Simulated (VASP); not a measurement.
# CuO (Cc) in VASP: single point with PBEsol+U

Aim: the single point of CuO with PBEsol+U.

Program: VASP 6.6.1. These are calculated values, not measurements. Logs are shortened: lines on timing, memory, paths and dates and some standing lists are left out, and cuts for length are marked.

## Step 1: The cell of the first run

The structure is monoclinic, space group Cc (No. 9). The conventional cell has a = 4.689 Å, b = 3.427 Å, c = 5.132 Å, α = 90.00°, β = 99.65°, γ = 90.00°. Cu (site symmetry 1) has 4 O at 1.91 to 2.02 Å within 2.5 Å. Within 2.5 Å of O (site symmetry 1) lie 4 Cu at 1.91 to 2.02 Å.

## Step 2: Single point, PBEsol+U, non-collinear spin, twin_end start, moments held on the sites

Input file INCAR:

```
SYSTEM = CuO
PREC = Accurate
ENCUT = 600
EDIFF = 1E-6
ISMEAR = 0
SIGMA = 0.05
LREAL = .False.
LASPH = .True.
NELM = 200
ALGO = Normal
ISIF = 2
LWAVE = .False.
LCHARG = .True.
LNONCOLLINEAR = .True.
MAGMOM = 0 0 0.6 0 0 0.6 0 0 0.28 0 0 0.28
LORBIT = 11
I_CONSTRAINED_M = 2
LAMBDA = 10
M_CONSTR = 0.424 0.424 0 0.424 0.424 0 0 0 0 0 0 0
RWIGS = 1.32 0.66
ISYM = -1
AMIX = 0.2
BMIX = 1E-4
AMIX_MAG = 0.8
BMIX_MAG = 1E-4
LMAXMIX = 4
LDAU = .True.
LDAUTYPE = 2
LDAUL = 2 -1
LDAUU = 2 0
LDAUJ = 0 0
LDAUPRINT = 1
GGA = PS
LVHAR = .True.
NBANDS = 48
GGA_COMPAT = .False.
KPAR = 4
```

Input file KPOINTS:

```
Automatic mesh
0
Gamma
  7 7 4
  0 0 0
```

Input file POSCAR:

```
CuO
1.0
    2.3446497600     -1.7133998200      0.0000000000
    2.3446497600      1.7133998200      0.0000000000
   -0.8605499100      0.0000000000      5.0594394800
Cu O
2 2
Direct
    0.0032000000      0.4968000000      0.0000000000
    0.4968000000      0.0032000000      0.5000000000
    0.5714000000      0.4056000000      0.2537000000
    0.4056000000      0.5714000000      0.7537000000
```

Potentials or basis: VASP PAW PBE potentials, release 64 (Cu, O).

Launch:

```bash
cat potpaw_PBE.64/Cu/POTCAR potpaw_PBE.64/O/POTCAR > POTCAR
mpirun -np 4 vasp_ncl > vasp.out
```

OUTCAR:

```text
SYSTEM = CuO
   PREC = Accurate
   ENCUT = 600
   EDIFF = 1E-6
   ISMEAR = 0
   LREAL = .False.
   LASPH = .True.
   NELM = 200
   ISIF = 2
   LNONCOLLINEAR = .True.
   LORBIT = 11
   ISYM = -1
   AMIX = 0.2
   AMIX_MAG = 0.8
   GGA = PS

 ion  position               nearest neighbor table
   1  0.003  0.497  0.000-   4 1.91   3 1.93   4 1.98   3 2.02   2 3.07   2 3.07   2 3.10   2 3.10

   2  0.497  0.003  0.500-   3 1.91   4 1.93   3 1.98   4 2.02   1 3.07   1 3.07   1 3.10   1 3.10

   3  0.571  0.406  0.254-   2 1.91   1 1.93   2 1.98   1 2.02
   4  0.406  0.571  0.754-   1 1.91   2 1.93   1 1.98   2 2.02

IMPORTANT INFORMATION: All symmetrisations will be switched off!
NOSYMM: (Re-)initialisation of all symmetry stuff for point group C_1.

----------------------------------------------------------------------------------------

                                     Primitive cell

  volume of cell :      40.6508

  direct lattice vectors                    reciprocal lattice vectors
     2.344649760 -1.713399820  0.000000000     0.213251467 -0.291817470  0.036271514
     2.344649760  1.713399820  0.000000000     0.213251467  0.291817470  0.036271514
    -0.860549910  0.000000000  5.059439480     0.000000000  0.000000000  0.197650353

  length of vectors
     2.903983719  2.903983719  5.132102298     0.363248188  0.363248188  0.197650353

  position of ions in fractional coordinates (direct lattice)
     0.003200000  0.496800000  0.000000000
     0.496800000  0.003200000  0.500000000
     0.571400000  0.405600000  0.253700000
     0.405600000  0.571400000  0.753700000

  ion indices of the primitive-cell ions
   primitive index   ion index
                 1           1
                 2           2
                 3           3
                 4           4

----------------------------------------------------------------------------------------

 KPOINTS: Automatic mesh

Automatic generation of k-mesh.
 Grid dimensions read from file:
 generate k-points for:    7    7    4

 Generating k-lattice:

  Cartesian coordinates                     Fractional coordinates (reciprocal lattice)
     0.030464495 -0.041688210  0.005181645     0.142857143  0.000000000  0.000000000
     0.030464495  0.041688210  0.005181645     0.000000000  0.142857143  0.000000000
     0.000000000  0.000000000  0.049412588     0.000000000  0.000000000  0.250000000

  Length of vectors
     0.051892598  0.051892598  0.049412588

  Shift w.r.t. Gamma in fractional coordinates (k-lattice)
     0.000000000  0.000000000  0.000000000

 Subroutine IBZKPT returns following result:
 ===========================================

 Found    196 irreducible k-points:

 Following reciprocal coordinates:
            Coordinates               Weight
  0.000000  0.000000  0.000000      1.000000
  0.142857  0.000000  0.000000      1.000000
  0.285714  0.000000  0.000000      1.000000
  0.428571  0.000000  0.000000      1.000000
 -0.428571 -0.000000 -0.000000      1.000000
 -0.285714 -0.000000 -0.000000      1.000000
[... 16 lines left out ...]
  0.142857  0.428571  0.000000      1.000000
  0.285714  0.428571  0.000000      1.000000
 [... further k-points ...]
   k-points           NKPTS =    196   k-points in BZ     NKDIM =    196   number of bands    NBANDS=     48
   number of dos      NEDOS =    301   number of ions     NIONS =      4
   total plane-waves  NPLWV =  24192
   dimension x,y,z NGX =    24 NGY =   24 NGZ =   42
   dimension x,y,z NGXF=    48 NGYF=   48 NGZF=   84
   ions per type =               2   2
   NGX,Y,Z   is equivalent  to a cutoff of  13.74, 13.74, 13.61 a.u.
   NGXF,Y,Z  is equivalent  to a cutoff of  27.48, 27.48, 27.21 a.u.
 SYSTEM =  CuO
[... 88 lines left out ...]
 occupancies and eigenvectors

  o =  0.4172  v = -0.0851 -0.3882  0.0084  0.5540 -0.1873  0.0602  0.2745 -0.0059 -0.3917  0.1324      0.0000  0.0000 -0.0000 -0.0000  0.0000  0.0602  0.2745 -0.0059 -0.3917  0.1324
  o =  0.9305  v =  0.5922  0.1597 -0.2866  0.1682 -0.1151 -0.4188 -0.1129  0.2027 -0.1190  0.0814      0.0000 -0.0000 -0.0000  0.0000  0.0000 -0.4188 -0.1129  0.2027 -0.1190  0.0814
  o =  0.9533  v = -0.1095  0.0646 -0.0377 -0.1962 -0.6662  0.0774 -0.0457  0.0266  0.1387  0.4711      0.0000 -0.0000 -0.0000 -0.0000 -0.0000  0.0774 -0.0457  0.0267  0.1387  0.4712
  o =  0.9561  v =  0.1287 -0.5451 -0.2568 -0.3442  0.0418 -0.0909  0.3855  0.1815  0.2434 -0.0296      0.0000 -0.0001 -0.0000 -0.0001  0.0000 -0.0910  0.3857  0.1816  0.2436 -0.0296
  o =  0.9573  v =  0.6103  0.1172 -0.3043  0.1380 -0.0465  0.4315  0.0828 -0.2152  0.0975 -0.0328      0.0000  0.0000  0.0000  0.0000 -0.0000  0.4316  0.0827 -0.2152  0.0975 -0.0328
  o =  0.9668  v = -0.3367  0.1495 -0.5918  0.0882  0.0774  0.2382 -0.1058  0.4186 -0.0624 -0.0547      0.0000 -0.0000 -0.0000  0.0000  0.0000  0.2383 -0.1058  0.4187 -0.0624 -0.0547
  o =  0.9709  v =  0.0326 -0.4441 -0.2495 -0.4083 -0.2697  0.0230 -0.3140 -0.1764 -0.2887 -0.1907      0.0000 -0.0000 -0.0000 -0.0000 -0.0000  0.0230 -0.3140 -0.1764 -0.2887 -0.1907
  o =  0.9718  v = -0.0994  0.3318  0.0309  0.0189 -0.6155 -0.0702  0.2345  0.0219  0.0133 -0.4351      0.0000  0.0000  0.0000 -0.0000 -0.0000 -0.0703  0.2346  0.0219  0.0133 -0.4352
  o =  0.9771  v = -0.3363  0.1420 -0.5868  0.1082  0.1046 -0.2377  0.1003 -0.4147  0.0765  0.0740      0.0000 -0.0000  0.0000 -0.0000 -0.0000 -0.2377  0.1004 -0.4148  0.0765  0.0740
  o =  1.0229  v =  0.0594  0.3985 -0.0054 -0.5497  0.1882  0.0420  0.2818 -0.0038 -0.3887  0.1330      0.0000  0.0000 -0.0000 -0.0000  0.0000  0.0420  0.2818 -0.0038 -0.3887  0.1331

atom =   2  type =  1  l = 2

 onsite density matrix

spin component  1

  0.9476 -0.0208 -0.0106 -0.0194  0.0065     -0.0000 -0.0000 -0.0000 -0.0000  0.0000
 -0.0208  0.8901 -0.0019 -0.1039  0.0346      0.0000 -0.0000  0.0000 -0.0000  0.0000
 -0.0106 -0.0019  0.9660 -0.0015 -0.0012      0.0000 -0.0000 -0.0000 -0.0000 -0.0000
 -0.0194 -0.1039 -0.0015  0.8129  0.0509      0.0000  0.0000  0.0000 -0.0000 -0.0000
  0.0065  0.0346 -0.0012  0.0509  0.9453     -0.0000 -0.0000  0.0000  0.0000  0.0000
[... 19 lines left out ...]
  0.9476 -0.0208 -0.0106 -0.0194  0.0065      0.0000 -0.0000  0.0000 -0.0000  0.0000
 -0.0208  0.8901 -0.0019 -0.1039  0.0346      0.0000  0.0000  0.0000  0.0000  0.0000
 -0.0106 -0.0019  0.9660 -0.0015 -0.0012     -0.0000 -0.0000  0.0000 -0.0000  0.0000
 -0.0194 -0.1039 -0.0015  0.8129  0.0509      0.0000 -0.0000  0.0000  0.0000  0.0000
  0.0065  0.0346 -0.0012  0.0509  0.9453     -0.0000 -0.0000 -0.0000 -0.0000 -0.0000

 occupancies and eigenvectors

  o =  0.4172  v =  0.0851  0.3882  0.0084  0.5540 -0.1873 -0.0601 -0.2745 -0.0060 -0.3917  0.1324      0.0000 -0.0000  0.0000  0.0000  0.0000 -0.0601 -0.2745 -0.0060 -0.3917  0.1324
  o =  0.9305  v = -0.5922 -0.1596 -0.2867  0.1682 -0.1152  0.4188  0.1129  0.2027 -0.1189  0.0814      0.0000 -0.0000 -0.0000 -0.0000 -0.0000  0.4188  0.1129  0.2028 -0.1189  0.0814
  o =  0.9533  v =  0.1094 -0.0641 -0.0380 -0.1966 -0.6661 -0.0773  0.0453  0.0269  0.1390  0.4710      0.0000 -0.0000 -0.0000 -0.0000 -0.0001 -0.0774  0.0453  0.0269  0.1390  0.4713
  o =  0.9560  v =  0.1285 -0.5452  0.2569  0.3440 -0.0426 -0.0909  0.3855 -0.1816 -0.2432  0.0301      0.0000 -0.0001  0.0000  0.0001 -0.0000 -0.0910  0.3857 -0.1818 -0.2434  0.0302
  o =  0.9573  v = -0.6104 -0.1173 -0.3042  0.1381 -0.0465 -0.4315 -0.0830 -0.2150  0.0977 -0.0328      0.0000 -0.0000  0.0000  0.0000 -0.0000 -0.4316 -0.0829 -0.2150  0.0977 -0.0328
  o =  0.9668  v =  0.3368 -0.1497 -0.5917  0.0884  0.0775 -0.2383  0.1059  0.4185 -0.0625 -0.0548      0.0000 -0.0000 -0.0000  0.0000  0.0000 -0.2383  0.1059  0.4187 -0.0625 -0.0548
  o =  0.9709  v = -0.0330  0.4445 -0.2495 -0.4083 -0.2693 -0.0233  0.3142 -0.1763 -0.2886 -0.1903      0.0000  0.0000 -0.0000 -0.0000 -0.0000 -0.0233  0.3143 -0.1764 -0.2887 -0.1904
  o =  0.9718  v =  0.0994 -0.3314  0.0308  0.0185 -0.6157  0.0702 -0.2342  0.0218  0.0130 -0.4352      0.0000 -0.0000  0.0000 -0.0000 -0.0000  0.0702 -0.2343  0.0218  0.0130 -0.4354
  o =  0.9772  v =  0.3362 -0.1419 -0.5869  0.1081  0.1045  0.2376 -0.1002 -0.4147  0.0764  0.0738      0.0000  0.0000 -0.0000 -0.0000  0.0000  0.2377 -0.1003 -0.4149  0.0764  0.0739
  o =  1.0229  v = -0.0594 -0.3985 -0.0055 -0.5497  0.1881 -0.0420 -0.2818 -0.0039 -0.3887  0.1330      0.0000  0.0000 -0.0000  0.0000 -0.0000 -0.0420 -0.2818 -0.0039 -0.3887  0.1330

 number of electron      33.9999993 magnetization       1.4031150      1.4031062     -0.0000295

 Free energy of the ion-electron system (eV)
  ---------------------------------------------------
  ext. energy  EPLUGINS =         0.00000000
  ---------------------------------------------------
  free energy    TOTEN  =       -19.73388413 eV

  energy without entropy =      -19.73349212  energy(sigma->0) =      -19.73368813

 E-fermi :   5.3221     XC(G=0): -12.1471

 val. band max:        5.3187895261   @ k =   0.4286   0.4286   0.0000
 cond. band min:       5.4252926588   @ k =  -0.4286  -0.4286   0.2500
 fundamental gap:      0.1065031327
 Fermi energy:         5.3221177568

 k-point     1 :       0.0000    0.0000    0.0000
  band No.  band energies     occupation
      1     -14.3256      1.00000
      2     -13.8190      1.00000
      3     -12.9491      1.00000
      4     -12.4063      1.00000
      5      -3.0393      1.00000
      6      -2.4250      1.00000
[... 1165 lines left out ...]
     45      16.6856      0.00000
     46      17.0257      0.00000

 [... further k-points ...]

 [bands above 46 left out]

------------------------ aborting loop because EDIFF is reached ----------------------------------------

  FORCE on cell =-STRESS in cart. coord.  units (eV):
  Direction    XX          YY          ZZ          XY          YZ          ZX
  --------------------------------------------------------------------------------------
  -------------------------------------------------------------------------------------
  Total       -0.8116693     -0.0905259     -0.5963291     -0.0000344      0.0002545      0.0998320
  in kB      -31.9904705     -3.5679139    -23.5032281     -0.0013567      0.0100288      3.9346969
  external PRESSURE =     -19.6872042 kB  Pullay stress =       0.0000000 kB

 VOLUME and BASIS-vectors are now :
 -----------------------------------------------------------------------------
  energy-cutoff  :      600.00
  volume of cell :       40.65
      direct lattice vectors                 reciprocal lattice vectors
     2.344649760 -1.713399820  0.000000000     0.213251467 -0.291817470  0.036271514
     2.344649760  1.713399820  0.000000000     0.213251467  0.291817470  0.036271514
    -0.860549910  0.000000000  5.059439480     0.000000000  0.000000000  0.197650353

 POSITION                                       TOTAL-FORCE (eV/Angst)
 -----------------------------------------------------------------------------------
      1.17232      0.84573      0.00000        -0.667910      0.277440      0.273553
      0.74205     -0.84573      2.52972        -0.667700     -0.277204      0.273327
      2.07240     -0.28408      1.28358         0.667765      0.229325     -0.273442
      1.64213      0.28408      3.81330         0.667845     -0.229560     -0.273438
 -----------------------------------------------------------------------------------
    total drift:                                0.002053      0.000315     -0.001760

  FREE ENERGIE OF THE ION-ELECTRON SYSTEM (eV)
  ---------------------------------------------------
  free  energy   TOTEN  =       -19.7338841332 eV

  energy  without entropy=      -19.7334921184  energy(sigma->0) =      -19.73368813

 total charge

# of ion       s       p       d       tot
------------------------------------------
    1        0.388   0.400   9.103   9.891
    2        0.388   0.400   9.103   9.891
    3        1.550   3.416   0.000   4.966
    4        1.550   3.416   0.000   4.966
--------------------------------------------------
tot          3.875   7.631  18.207  29.713

 magnetization (x)

# of ion       s       p       d       tot
------------------------------------------
    1       -0.001   0.005   0.479   0.484
    2       -0.001   0.005   0.479   0.484
    3        0.013   0.188   0.000   0.201
    4        0.013   0.188   0.000   0.201
--------------------------------------------------
tot          0.024   0.388   0.958   1.370

 magnetization (y)

# of ion       s       p       d       tot
------------------------------------------
    1       -0.001   0.005   0.479   0.484
    2       -0.001   0.005   0.479   0.484
    3        0.013   0.188   0.000   0.201
    4        0.013   0.188   0.000   0.201
--------------------------------------------------
tot          0.024   0.388   0.958   1.370

 magnetization (z)

# of ion       s       p       d       tot
------------------------------------------
    1        0.000   0.000  -0.000   0.000
    2        0.000   0.000  -0.000   0.000
    3       -0.000  -0.000   0.000  -0.000
    4       -0.000  -0.000   0.000  -0.000
--------------------------------------------------
tot          0.000  -0.000  -0.000  -0.000
```

Run time: 10 min. Hardware: 4 MPI ranks of Intel Xeon Platinum 8259CL at 2.50GHz (Skylake/Cascade Lake), shared host; peak memory 0.73 GiB.

Results:

```
Free energy                                           : -19.7339 eV
Largest force                                         : 0.773 eV/Å
Band gap on the k mesh                                : zero (bands 34 and 35 overlap by 0.02 eV)
Net moment                                            : 1.98 μB per cell
Valence electrons inside the program's atomic spheres : Cu 9.89; O 4.97
```

Forces in eV/Å, atoms in the order of the input:
```
Cu  -0.668  0.277  0.274
Cu  -0.668 -0.277  0.273
O    0.668  0.229 -0.273
O    0.668 -0.230 -0.273
```

Moments on the atoms (μB; x, y, z):
```
Cu  0.48 0.48 0.00
Cu  0.48 0.48 0.00
O   0.20 0.20 0.00
O   0.20 0.20 0.00
```

Caveat: moments held by a penalty; semilocal functionals underestimate gaps, and a narrow one can read as zero; the PAW data sets were made with another functional, which shifts forces and pressure a little.

The gap in the log of VASP goes by the Fermi energy; the results here count the filled bands.